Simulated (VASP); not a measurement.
# Mg2Si3N3 in VASP: notebook

Mg2Si3N3 is run at these levels: PBE; tasks: single point, relaxation of cell and atoms.

Everything below comes from runs of VASP 6.6.1. Logs are shortened: lines on timing, memory, paths and dates and some standing lists are left out, and cuts for length are marked.

### 1 The cell of the first run

The typed cell holds 8 atoms: a = 4.443 Å, b = 4.442 Å, c = 5.947 Å, α = 99.94°, β = 100.01°, γ = 98.01°.

### 2 Single point, PBE

File INCAR:

```
SYSTEM = Mg2Si3N3
  PREC = Accurate
  ENCUT = 600
  EDIFF = 1E-6
  ISMEAR = 0
  SIGMA = 0.2
  LREAL = .False.
  LASPH = .True.
  NELM = 120
  ALGO = Normal
  ISIF = 2
  LWAVE = .False.
  LCHARG = .True.
  GGA = PE
  LELF = .True.
  LVHAR = .True.
  NBANDS = 26
  GGA_COMPAT = .False.
```

File KPOINTS:

```
regular mesh
0
Gamma
  6 6 4
  0 0 0
```

File POSCAR:

```
Mg2Si3N3
1.0
    2.8875600579     -3.3503820840     -0.4167948647
    2.8841505169      3.3552094934     -0.3952287005
   -0.7556288192     -0.0146728056      5.8991421459
Mg Si N
2 3 3
Direct
    0.8401534598      0.8398587797      0.6288944383
    0.3511074261      0.3506255129      0.7324645563
    0.7113778577      0.2483887656      0.2790801715
   -0.2057975735     -0.2054008854      0.0401121614
    0.2482523288      0.7115040754      0.2790869555
    0.5025437412      0.5028663867      0.1325806146
    1.0500095691      0.5022369054      0.4539133179
    0.5023531909      1.0499204597      0.4538677846
```

Potentials or basis: VASP PAW PBE potentials, release 64 (Mg, Si, N).

Launch:

```sh
$ cat potpaw_PBE.64/Mg/POTCAR potpaw_PBE.64/Si/POTCAR potpaw_PBE.64/N/POTCAR > POTCAR
$ mpirun -np 1 vasp_std > vasp.out
```

OUTCAR:

```text
SYSTEM = Mg2Si3N3
   PREC = Accurate
   ENCUT = 600
   EDIFF = 1E-6
   ISMEAR = 0
   LREAL = .False.
   LASPH = .True.
   NELM = 120
   ISIF = 2
   GGA = PE

 ion  position               nearest neighbor table
   1  0.840  0.840  0.629-   8 2.09   7 2.10   4 2.53   2 2.88   3 2.97   5 2.97   3 3.02   5 3.02
                             2 3.07   2 3.41   2 3.41
   2  0.351  0.351  0.732-   7 2.20   8 2.20   6 2.31   4 2.74   1 2.88   1 3.07   5 3.36   3 3.36
                             1 3.41   1 3.41
   3  0.711  0.248  0.279-   8 1.77   7 1.79   6 1.80   4 2.37   5 2.92   5 2.92   1 2.97   1 3.02
                             4 3.03   5 3.11   2 3.36
   4  0.794  0.795  0.040-   6 1.92   5 2.37   3 2.37   1 2.53   2 2.74   3 3.03   5 3.03
   5  0.248  0.712  0.279-   7 1.77   8 1.79   6 1.80   4 2.37   3 2.92   3 2.92   1 2.97   1 3.02
                             4 3.03   3 3.11   2 3.36
   6  0.503  0.503  0.133-   3 1.80   5 1.80   4 1.92   2 2.31
   7  0.050  0.502  0.454-   5 1.77   3 1.79   1 2.10   2 2.20
   8  0.502  0.050  0.454-   3 1.77   5 1.79   1 2.09   2 2.20

  LATTYP: Found a triclinic cell.
 ALAT       =     4.4426097236
 B/A-ratio  =     1.5093891972
 C/A-ratio  =     1.3387082055
 COS(alpha) =     0.0007875569
 COS(beta)  =     0.1737768747
 COS(gamma) =     0.7547755050

  Lattice vectors:

 A1 = (   2.8875600579,  -3.3503820840,  -0.4167948647)
 A2 = (   0.0034095410,  -6.7055915774,  -0.0215661642)
 A3 = (   0.7556288192,   0.0146728056,  -5.8991421459)

Analysis of symmetry for initial positions (statically):
=====================================================================
 Subroutine PRICEL returns:
 Original cell was already a primitive cell.

 Routine SETGRP: Setting up the symmetry group for a
 triclinic supercell.

 Subroutine GETGRP returns: Found  1 space group operations
 (whereof  1 operations were pure point group operations)
 out of a pool of  2 trial point group operations.

The static configuration has the point symmetry C_1 .

Analysis of symmetry for dynamics (positions and initial velocities):
=====================================================================
 Subroutine PRICEL returns:
 Original cell was already a primitive cell.

 Routine SETGRP: Setting up the symmetry group for a
 triclinic supercell.

 Subroutine GETGRP returns: Found  1 space group operations
 (whereof  1 operations were pure point group operations)
 out of a pool of  2 trial point group operations.

The dynamic configuration has the point symmetry C_1 .

 Subroutine INISYM returns: Found  1 space group operations
 (whereof  1 operations are pure point group operations),
 and found     1 'primitive' translations

----------------------------------------------------------------------------------------

                                     Primitive cell

  volume of cell :     112.1001

  direct lattice vectors                    reciprocal lattice vectors
     2.887560058 -3.350382084 -0.416794865     0.176512362 -0.149111047  0.022238818
     2.884150517  3.355209493 -0.395228700     0.176364611  0.149145100  0.022961739
    -0.755628819 -0.014672806  5.899142146     0.024287227 -0.000542841  0.172625805

  length of vectors
     4.442609724  4.442067162  5.947358091     0.232132038  0.232111995  0.174326799

  position of ions in fractional coordinates (direct lattice)
     0.840153460  0.839858780  0.628894438
     0.351107426  0.350625513  0.732464556
     0.711377858  0.248388766  0.279080171
     0.794202427  0.794599115  0.040112161
     0.248252329  0.711504075  0.279086955
     0.502543741  0.502866387  0.132580615
     0.050009569  0.502236905  0.453913318
     0.502353191  0.049920460  0.453867785

  ion indices of the primitive-cell ions
   primitive index   ion index
                 1           1
                 2           2
                 3           3
                 4           4
                 5           5
                 6           6
                 7           7
                 8           8

----------------------------------------------------------------------------------------

 KPOINTS: regular mesh

Automatic generation of k-mesh.
 Grid dimensions read from file:
 generate k-points for:    6    6    4

 Generating k-lattice:

  Cartesian coordinates                     Fractional coordinates (reciprocal lattice)
     0.029418727 -0.024851841  0.003706470     0.166666667  0.000000000  0.000000000
     0.029394102  0.024857517  0.003826956     0.000000000  0.166666667 -0.000000000
     0.006071807 -0.000135710  0.043156451     0.000000000  0.000000000  0.250000000

  Length of vectors
     0.038688673  0.038685332  0.043581700

  Shift w.r.t. Gamma in fractional coordinates (k-lattice)
     0.000000000  0.000000000  0.000000000

 Subroutine IBZKPT returns following result:
 ===========================================

 Found     76 irreducible k-points:

 Following reciprocal coordinates:
            Coordinates               Weight
  0.000000  0.000000  0.000000      1.000000
  0.166667 -0.000000 -0.000000      2.000000
  0.333333  0.000000  0.000000      2.000000
  0.500000 -0.000000 -0.000000      1.000000
  0.000000  0.166667  0.000000      2.000000
  0.166667  0.166667 -0.000000      2.000000
[... 16 lines left out ...]
  0.333333 -0.000000  0.250000      2.000000
  0.500000  0.000000  0.250000      2.000000
 [... further k-points ...]
   k-points           NKPTS =     76   k-points in BZ     NKDIM =     76   number of bands    NBANDS=     26
   number of dos      NEDOS =    301   number of ions     NIONS =      8
   total plane-waves  NPLWV =  62208
   dimension x,y,z NGX =    36 NGY =   36 NGZ =   48
   dimension x,y,z NGXF=    72 NGYF=   72 NGZF=   96
   ions per type =               2   3   3
   NGX,Y,Z   is equivalent  to a cutoff of  13.47, 13.47, 13.42 a.u.
   NGXF,Y,Z  is equivalent  to a cutoff of  26.94, 26.95, 26.83 a.u.
 SYSTEM =  Mg2Si3N3
   PREC   = accura    normal or accurate (medium, high low for compatibility)
   ISTART =      0    job   : 0-new  1-cont  2-samecut
   ICHARG =      2    charge: 1-file 2-atom 10-const
   ISPIN  =      1    spin polarized calculation?
   LNONCOLLINEAR =      F non collinear calculations
   LSORBIT =      F    spin-orbit coupling
   LASPH  =      T    aspherical Exc in radial PAW
   ENCUT  =  600.0 eV  44.10 Ry    6.64 a.u.   8.87  8.87 11.88*2*pi/ulx,y,z
   NELM   =    120;   NELMIN=  2; NELMDL= -5     # of ELM steps
   EDIFF  = 0.1E-05   stopping-criterion for ELM
   LREAL  =      F    real-space projection
   EDIFFG = 0.1E-04   stopping-criterion for IOM
   NSW    =      0    number of steps for IOM
   IBRION =     -1    ionic relax: 0-MD 1-quasi-New 2-CG
   NFREE  =      0    steps in history (QN), initial steepest desc. (CG)
   ISIF   =      2    stress and relaxation
   ISYM   =      2    0-nonsym 1-usesym 2-fastsym
   POTIM  = 0.5000    time-step for ionic-motion
   TEBEG  =    0.0;   TEEND  =   0.0 temperature during run
   PSTRESS=    0.0 pullay stress
   NELECT =      31.0000    total number of electrons
   NUPDOWN=      -1.0000    fix difference up-down
   EMIN   =  10.00;   EMAX   =-10.00  energy-range for DOS
   EFERMI =   0.00;   METHOD = LEGACY
   ISMEAR =     0;   SIGMA  =   0.20  broadening in eV -4-tet -1-fermi 0-gaus
   EFERMI_NEDOS =   21; number of points for ismear=-14 and -15
   IALGO  =     38    algorithm
   IMIX   =      4    mixing-type and parameters
     AMIX     =   0.40;   BMIX     =  1.00
     AMIX_MAG =   1.60;   BMIX_MAG =  1.00
  volume/ion in A,a.u.               =      14.01        94.56
  Fermi-wavevector in a.u.,A,eV,Ry     =   1.066580  2.015544 15.477885  1.137592
  Thomas-Fermi vector in A             =   2.202169
   LORBIT       =      0    0 simple, 1 ext, 2 COOP (PROOUT), +10 PAW based schemes
   GGA     = PE    functional components
   LHFCALC =     F    Hartree Fock is set to
   AEXX    =    0.0000 exact exchange contribution
   IVDW    =     0    specifies the selected vdW correction
   LEPSILON=     F    determine dielectric tensor
   LRPA    =     F    only Hartree local field effects (RPA)
 non-spin polarized calculation
 Gauss-broadening in eV      SIGMA  =   0.20
  energy-cutoff  :      600.00
  volume of cell :      112.10
 maximum number of plane-waves:      3759
   NGX = 17   NGY = 17   NGZ = 23

 number of electron      31.0000001 magnetization

 Free energy of the ion-electron system (eV)
  ---------------------------------------------------
  ext. energy  EPLUGINS =         0.00000000
  ---------------------------------------------------
  free energy    TOTEN  =       -48.11599335 eV

  energy without entropy =      -48.05698947  energy(sigma->0) =      -48.08649141

 E-fermi :   6.3053     XC(G=0):  -9.8696

 val. band max:        6.2982166080   @ k =  -0.1667   0.1667   0.5000
 cond. band min:       6.3063874868   @ k =   0.5000   0.5000   0.2500
 fundamental gap:      0.0081708788
 Fermi energy:         6.3052584509

 k-point     1 :       0.0000    0.0000    0.0000
  band No.  band energies     occupation
      1     -11.9079      2.00000
      2      -9.6787      2.00000
      3      -9.2705      2.00000
      4      -3.4929      2.00000
      5      -2.6070      2.00000
      6      -1.3401      2.00000
[... 18 lines left out ...]
     25      12.7804      0.00000
     26      12.9129      0.00000

 k-point     2 :       0.1667   -0.0000   -0.0000
  band No.  band energies     occupation
      1     -11.7966      2.00000
      2      -9.7361      2.00000
      3      -9.3843      2.00000
      4      -3.5258      2.00000
      5      -2.4768      2.00000
      6      -1.2792      2.00000
[... 18 lines left out ...]
     25      12.5868      0.00000
     26      13.1016      0.00000

 k-point     3 :       0.3333    0.0000    0.0000
  band No.  band energies     occupation
      1     -11.5033      2.00000
      2     -10.0550      2.00000
      3      -9.4731      2.00000
      4      -3.5679      2.00000
      5      -2.1704      2.00000
      6      -1.2178      2.00000
[... 18 lines left out ...]
     25      12.9791      0.00000
     26      13.3016      0.00000

 k-point     4 :       0.5000   -0.0000   -0.0000
  band No.  band energies     occupation
      1     -11.2710      2.00000
      2     -10.3372      2.00000
      3      -9.4779      2.00000
      4      -3.5783      2.00000
      5      -2.0047      2.00000
      6      -1.0949      2.00000
[... 18 lines left out ...]
     25      12.8895      0.00000
     26      13.4113      0.00000

 k-point     5 :       0.0000    0.1667    0.0000
  band No.  band energies     occupation
      1     -11.7965      2.00000
      2      -9.7361      2.00000
      3      -9.3843      2.00000
      4      -3.5256      2.00000
      5      -2.4766      2.00000
      6      -1.2799      2.00000
[... 18 lines left out ...]
     25      12.5854      0.00000
     26      13.0968      0.00000

 k-point     6 :       0.1667    0.1667   -0.0000
  band No.  band energies     occupation
      1     -11.6448      2.00000
      2      -9.7115      2.00000
      3      -9.6659      2.00000
      4      -3.0073      2.00000
      5      -2.8328      2.00000
      6      -1.0678      2.00000
[... 427 lines left out ...]
 k-point    21 :      -0.0000    0.0000    0.2500
  band No.  band energies     occupation
      1     -11.8867      2.00000
      2      -9.7189      2.00000
      3      -9.2706      2.00000
      4      -3.4917      2.00000
      5      -2.7796      2.00000
      6      -1.0429      2.00000
[... 18 lines left out ...]
     25      12.6924      0.00000
     26      13.1756      0.00000

 k-point    22 :       0.1667   -0.0000    0.2500
  band No.  band energies     occupation
      1     -11.7716      2.00000
      2      -9.7775      2.00000
      3      -9.3876      2.00000
      4      -3.5948      2.00000
      5      -2.6055      2.00000
      6      -1.0160      2.00000
[... 18 lines left out ...]
     25      12.9242      0.00000
     26      13.4189      0.00000

 k-point    23 :       0.3333   -0.0000    0.2500
  band No.  band energies     occupation
      1     -11.4795      2.00000
      2     -10.0736      2.00000
      3      -9.4898      2.00000
      4      -3.6679      2.00000
      5      -2.1686      2.00000
      6      -1.1926      2.00000
[... 18 lines left out ...]
     25      12.8067      0.00000
     26      13.2762      0.00000

 k-point    24 :       0.5000    0.0000    0.2500
  band No.  band energies     occupation
      1     -11.2585      2.00000
      2     -10.3357      2.00000
      3      -9.4946      2.00000
      4      -3.6133      2.00000
      5      -2.0698      2.00000
      6      -1.0614      2.00000
[... 18 lines left out ...]
     25      12.7836      0.00000
     26      13.1127      0.00000

 [... further k-points ...]

------------------------ aborting loop because EDIFF is reached ----------------------------------------

  FORCE on cell =-STRESS in cart. coord.  units (eV):
  Direction    XX          YY          ZZ          XY          YZ          ZX
  --------------------------------------------------------------------------------------
  -------------------------------------------------------------------------------------
  Total       -0.1180425     -0.1891867     -0.1733785      0.0022493     -0.0105794     -0.0556624
  in kB       -1.6871080     -2.7039272     -2.4779910      0.0321482     -0.1512047     -0.7955475
  external PRESSURE =      -2.2896754 kB  Pullay stress =       0.0000000 kB

 VOLUME and BASIS-vectors are now :
 -----------------------------------------------------------------------------
  energy-cutoff  :      600.00
  volume of cell :      112.10
      direct lattice vectors                 reciprocal lattice vectors
     2.887560058 -3.350382084 -0.416794865     0.176512362 -0.149111047  0.022238818
     2.884150517  3.355209493 -0.395228700     0.176364611  0.149145100  0.022961739
    -0.755628819 -0.014672806  5.899142146     0.024287227 -0.000542841  0.172625805

 POSITION                                       TOTAL-FORCE (eV/Angst)
 -----------------------------------------------------------------------------------
      4.37306     -0.00616      3.02783        -0.006216     -0.000718     -0.004819
      1.47163     -0.01067      4.03600         0.003840      0.000515     -0.002840
      2.55966     -1.55409      1.25166         0.000857      0.003591      0.005753
      4.55474      0.00458     -0.40844         0.004217      0.000829      0.007479
      2.55804      1.55141      1.26170        -0.000087     -0.003421      0.004924
      2.80129      0.00156      0.37391         0.001455     -0.000771     -0.010752
      1.24994      1.51090      2.45836        -0.002115      0.004752      0.000556
      1.25160     -1.52224      2.44832        -0.001950     -0.004777     -0.000301
 -----------------------------------------------------------------------------------
    total drift:                               -0.000127     -0.000038      0.000385

  FREE ENERGIE OF THE ION-ELECTRON SYSTEM (eV)
  ---------------------------------------------------
  free  energy   TOTEN  =       -48.1159933515 eV

  energy  without entropy=      -48.0569894713  energy(sigma->0) =      -48.08649141
```

Wall time 1.9 min (1 thread of Intel Xeon 6975P-C (Granite Rapids), shared host); peak memory 0.4 GiB.

Results:

```
Free energy            : -48.1160 eV
Pressure               : -0.2 GPa
Largest force          : 0.011 eV/Å
Band gap on the k mesh : zero (an odd number of electrons rules out a gap without spin polarisation)
```

Forces in eV/Å, atoms in the order of the input:
```
Mg  -0.006 -0.001 -0.005
Mg   0.004  0.001 -0.003
Si   0.001  0.004  0.006
Si   0.004  0.001  0.007
Si   0.000 -0.003  0.005
N    0.001 -0.001 -0.011
N   -0.002  0.005  0.001
N   -0.002 -0.005  0.000
```

Levels at points of the mesh, in eV from the Fermi level:
```csv
k point,band 13,band 14,band 15,band 16,band 17,band 18
"(0.00, 0.00, 0.00)",-3.74,-2.37,-2.33,0.32,1.03,1.41
"(0.50, 0.00, 0.00)",-3.41,-2.46,-2.02,-0.13,1.97,2.26
"(0.00, 0.50, 0.00)",-3.41,-2.46,-2.02,-0.13,1.97,2.26
"(0.50, 0.50, 0.00)",-2.87,-2.61,-2.22,-0.25,2.36,2.37
"(0.00, 0.00, 0.50)",-3.80,-3.16,-2.18,0.22,1.47,1.55
"(0.50, 0.00, 0.50)",-3.40,-2.79,-1.69,-0.06,2.04,2.24
"(0.00, 0.50, 0.50)",-3.40,-2.79,-1.70,-0.06,2.04,2.25
"(0.50, 0.50, 0.50)",-2.87,-2.39,-2.04,0.29,0.68,1.48
```

(Continued in part 2 of 3.)
